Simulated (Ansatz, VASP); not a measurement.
Two plane-wave programs on Lu

INCAR

```
  ALGO = Normal
  EDIFF = 1E-6
  ENCUT = 520
  GGA = PE
  ISIF = 2
  ISMEAR = -1
  LASPH = T
  LCHARG = F
  LREAL = F
  LWAVE = F
  NBANDS = 58
  NELM = 80
  PREC = Accurate
  SIGMA = 0.1
```

File KPOINTS:

```
k-points
0
Gamma
  14 14 4
```

File POSCAR:

```
Lu
1.0
    3.3282418838      0.0000000000      0.0000000000
   -1.6641209419      2.8823420213      0.0000000000
    0.0000000000      0.0000000000     10.6679800202
Lu
4
Direct
    0.0000000000      0.0000000000      1.0000000000
    0.0000000000      0.0000000000      0.5000000000
    0.3333333333      0.6666666667      0.2500000000
    0.6666666667      0.3333333333      0.7500000000
```

Input for Ansatz:

```yaml
crystal:
  lattice:
    - [3.3282418838, 0.0, 0.0]
    - [-1.6641209419, 2.8823420213, 0.0]
    - [0.0, 0.0, 10.6679800202]
  atoms:
    - { symbol: Lu, position: [0.0, 0.0, 1.0] }
    - { symbol: Lu, position: [0.0, 0.0, 0.5] }
    - { symbol: Lu, position: [0.3333333333, 0.6666666667, 0.25] }
    - { symbol: Lu, position: [0.6666666667, 0.3333333333, 0.75] }
hamiltonian:
  xc: pbe
  pseudopotentials:
    kind: paw
    azcp:
      Lu: "pseudopotentials/Lu.paw.azcp"
basis:
  ecutwfc: 420
  fft_grid_basis: typed
kpoints:
  mp_grid: { grid: [14, 14, 4], shift: [0, 0, 0] }
magnetization:
  spin_polarized: false
scf:
  occupations: { method: fermi_dirac, width: 0.1 }
output:
  stress: true
```

Alike in both runs: task single point; functional PBE; k mesh 14 × 14 × 4; occupations fermi-dirac, width 0.1 eV; no spin polarisation.

|  | VASP | Ansatz |
| --- | --- | --- |
| version | VASP 6.6.1 | Ansatz 0.2.0 |
| potentials or method | VASP PAW PBE potentials, release 64 (Lu), cutoff 520 eV | plane waves (420 eV) with PAW, scalar-relativistic |
| valence electrons in the cell | 100 | 100 |

|  | VASP | Ansatz | Ansatz less VASP |
| --- | --- | --- | --- |
| pressure (GPa) | 6.9 | 6.8 | -0.16 |
| traceless stress, the component that is largest in VASP (GPa) | 0.26 | 0.26 | -0.005 |

With one functional, cell and mesh, what is left measures potentials, basis and numerics.

Neither program's run includes spin-orbit coupling.
